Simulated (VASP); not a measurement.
A run of VASP 6.6.1 is set up as follows.

INCAR

```
SYSTEM = B3C2
PREC = Accurate
ENCUT = 520
EDIFF = 1E-6
ISMEAR = 0
SIGMA = 0.1
LREAL = .FALSE.
LASPH = .TRUE.
NELM = 80
ALGO = Normal
ISIF = 2
LWAVE = .FALSE.
LCHARG = .FALSE.
GGA = PE
NBANDS = 28
```

Contents of KPOINTS:

```
Automatic mesh
0
G
  12 8 4
  0 0 0
```

File POSCAR:

```
B3C2
1.0
    2.7285004455     -0.0003901942     -0.0009756601
    0.0007160182      4.7548485922     -0.0026313987
    1.2878028416      0.7394114772      7.3381463647
B C
6 4
Direct
    0.3477190503      0.9547861470      0.2925084487
    0.8520625046      0.4566367192      0.2832956239
    0.6522809497      0.0452138530      0.7074915513
    0.1479374954      0.5433632808      0.7167043761
    0.2490889139      0.1697474260      0.5020566599
    0.7509110861      0.8302525740      0.4979433401
    0.1514293687      0.2153060735      0.7092957448
    0.6556568812      0.7016668326      0.7003088534
    0.8485706313      0.7846939265      0.2907042552
    0.3443431188      0.2983331674      0.2996911466
```

Potentials or basis: VASP PAW PBE potentials, release 64 (B, C).

Command:

```bash
$ cat potpaw_PBE.64/B/POTCAR potpaw_PBE.64/C/POTCAR > POTCAR
$ mpirun -np 1 vasp_std > vasp.out
```

(1) What does it give for the band gap on the k mesh?

(2) What does it give for the pressure?

Results:

(1) zero (bands 17 and 18 overlap by 2.11 eV).

(2) 0.2 GPa.
